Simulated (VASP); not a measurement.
# TiAl: single point with r2SCAN

The system is TiAl.

```xyz
2
Lattice="3.1791 0.0278 0.0000 0.0278 3.1791 0.0000 0.0000 0.0000 3.1791" Properties=species:S:1:pos:R:3 pbc="T T T"
Ti    0.0000    0.0000    0.0000
Al    1.6034    1.6034    1.5895
```

This cell differs from its parent crystal: strain +0.0175 x Voigt [0, 0, 0, 0, 0, 1].

* Program: VASP 6.6.1
* Task: single point
* Functional: r2SCAN
* Potentials or basis: VASP PAW PBE potentials, release 64 (Ti_sv, Al)
* Cutoff: 520 eV
* k mesh: 16 × 16 × 16
* Occupations: gaussian, width 0.15 eV
* Spin: no spin polarisation

```json
{
 "Pressure": "-0.7 GPa",
 "Band gap on the k mesh": "zero (an odd number of electrons rules out a gap without spin polarisation)"
}
```

Stress tensor (GPa, compression positive):
```
-0.70 -1.35  0.00
-1.35 -0.70  0.00
 0.00  0.00 -0.64
```

Levels at points of the mesh, in eV from the Fermi level:
```csv
k point,band 3,band 4,band 5,band 6,band 7,band 8,band 9,band 10,band 11,band 12
"(0.00, 0.00, 0.00)",-34.44,-34.43,-9.87,-1.62,-1.62,1.99,2.04,2.09,4.59,4.62
"(0.50, 0.00, 0.00)",-34.42,-34.42,-6.45,-5.60,-0.66,0.28,0.29,2.26,3.10,6.66
"(0.50, 0.50, 0.00)",-34.59,-34.41,-5.24,-2.52,-2.30,-1.63,0.86,0.89,2.82,4.91
"(0.00, 0.00, 0.50)",-34.43,-34.41,-6.45,-5.60,-0.66,0.20,0.36,2.25,3.10,6.67
"(0.50, 0.00, 0.50)",-34.59,-34.40,-5.24,-2.41,-2.41,-1.63,0.87,0.88,2.82,4.94
"(0.50, 0.50, 0.50)",-34.57,-34.57,-3.30,-3.27,-3.24,0.91,2.74,2.88,2.89,2.89
```

Wall time 3.8 min on 1 thread of Intel(R) Xeon(R) 6975P-C (Granite Rapids), with other jobs on the host, peak memory 0.39 GiB.

Caveat: the cell differs from its parent crystal (strain +0.0175 x Voigt [0, 0, 0, 0, 0, 1]); the PAW data sets were made with another functional, which shifts forces and pressure a little.
